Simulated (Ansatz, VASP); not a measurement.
## Two plane-wave programs on NbP

Contents of INCAR:

```
SYSTEM = NbP
PREC = Accurate
ENCUT = 600
EDIFF = 1E-7
ISMEAR = -1
SIGMA = 0.05
LREAL = .FALSE.
LASPH = .TRUE.
NELM = 150
ALGO = Normal
ISIF = 3
LWAVE = .FALSE.
LCHARG = .FALSE.
LMAXMIX = 4
LDAU = .TRUE.
LDAUTYPE = 2
LDAUL = 2 -1
LDAUU = 2 0
LDAUJ = 0 0
LDAUPRINT = 1
GGA = PS
IBRION = 2
NSW = 60
EDIFFG = -0.01
```

File KPOINTS:

```
Automatic mesh
0
G
  11 11 11
  0 0 0
```

File POSCAR:

```
NbP
1.0
   -1.6749232544      1.6749232544      5.7401081759
    1.6749232544     -1.6749232544      5.7401081759
    1.6749232544      1.6749232544     -5.7401081759
Nb P
2 2
Direct
    0.2498808000      0.7498808000      0.5000000000
    0.4998808000      0.4998808000      0.0000000000
    0.8327477700      0.3327477700      0.5000000000
    0.0827477700      0.0827477700      0.0000000000
```

input.yaml

```yaml
crystal:
  lattice:
    - [-1.6749232544, 1.6749232544, 5.7401081759]
    - [1.6749232544, -1.6749232544, 5.7401081759]
    - [1.6749232544, 1.6749232544, -5.7401081759]
  atoms:
    - { symbol: Nb, position: [0.2498808, 0.7498808, 0.5] }
    - { symbol: Nb, position: [0.4998808, 0.4998808, 0.0] }
    - { symbol: P, position: [0.83274777, 0.33274777, 0.5] }
    - { symbol: P, position: [0.08274777, 0.08274777, 0.0] }
hamiltonian:
  xc: pbesol
  pseudopotentials: { kind: paw }
  hubbard: { sites: [{ species: Nb, l: d, u_eff: 2.0 }] }
kpoints:
  mp_grid: { grid: [11, 11, 11] }
scf:
  occupations: { method: fermi_dirac, width: 0.05 }
output:
  forces: true
  stress: true
  eigenvalues: true
  write_density: true
  write_potential: true
  elf: true
  volumetric_format: npy
relax:
  f_tol: 0.01
  max_steps: 40
  cell: { stress_tol: 0.05 }
```

Alike in both runs: task relaxation of cell and atoms; functional PBEsol; k mesh 11 × 11 × 11; occupations fermi-dirac, width 0.05 eV; no spin polarisation; Hubbard terms Nb d U = 2.0 eV.

|  | VASP | Ansatz |
| --- | --- | --- |
| version | VASP 6.6.1 | Ansatz 0.2.0 |
| potentials or method | VASP PAW PBE potentials, release 64 (Nb_sv, P) | Ansatz PAW |
| plane-wave cutoff (eV) | 600 | 420 |
| valence electrons in the cell | 36 | 36 |

Ansatz gave:

| Item | Value |
| --- | --- |
| gap on the k mesh at the Fermi level, each at its own relaxed structure (eV) | none |
| relaxed volume (Å³/atom) | 15.62 |
| relaxed length of the cell vector where the two differ most in proportion (Å) | 6.126 |

Task: What did VASP give for the same quantities?

Result: gap on the k mesh at the Fermi level, each at its own relaxed structure (eV): none; relaxed volume (Å³/atom): 15.80; relaxed length of the cell vector where the two differ most in proportion (Å): 6.150.

VASP's potentials were made for PBE, not for PBEsol. The programs project onto different local orbitals, so the same U acts differently, and such runs can settle in different states. A gap of «none» marks a metal or a gap that the smearing closes.

Noted on Ansatz's run: the plane-wave basis is chosen anew once the cell has moved, so the energies of steps on either side of that aren't comparable.
